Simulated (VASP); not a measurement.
A run of VASP 6.6.1:

Contents of INCAR:

```
PREC = Accurate ; ENCUT = 520
EDIFF = 1E-6 ; ISMEAR = 0
SIGMA = 0.1 ; LREAL = False
LASPH = True ; NELM = 100
ALGO = Normal ; ISIF = 2
LWAVE = False ; LCHARG = True
GGA = PE ; LELF = True
LVHAR = True ; NBANDS = 18
```

The input KPOINTS:

```
regular mesh
0
Gamma
  6 6 4
```

The input POSCAR:

```
ScTa
1.0
    3.0290597324      0.0000000000      0.0000000000
   -1.5145298662      2.6232426778      0.0000000000
    0.0000000000      0.0000000000      5.0116637124
Sc Ta
1 1
Direct
    0.0000000000      0.0000000000      0.0000000000
    0.3333333300      0.6666666700      0.5000000000
```

Potentials or basis: VASP PAW PBE potentials, release 64 (Sc_sv, Ta_pv).

The run is started by

```console
$ cat potpaw_PBE.64/Sc_sv/POTCAR potpaw_PBE.64/Ta_pv/POTCAR > POTCAR
$ mpirun -np 1 vasp_std > vasp.out
```

Hardware: 1 thread of Intel(R) Xeon(R) Platinum 8488C (Sapphire Rapids), on a shared host.

How long does it take, and how much memory?

It took 11 s on 1 thread of Intel(R) Xeon(R) Platinum 8488C (Sapphire Rapids), with other jobs on the host, peak memory 0.16 GiB. Counts: scf iterations 13, k points 21.
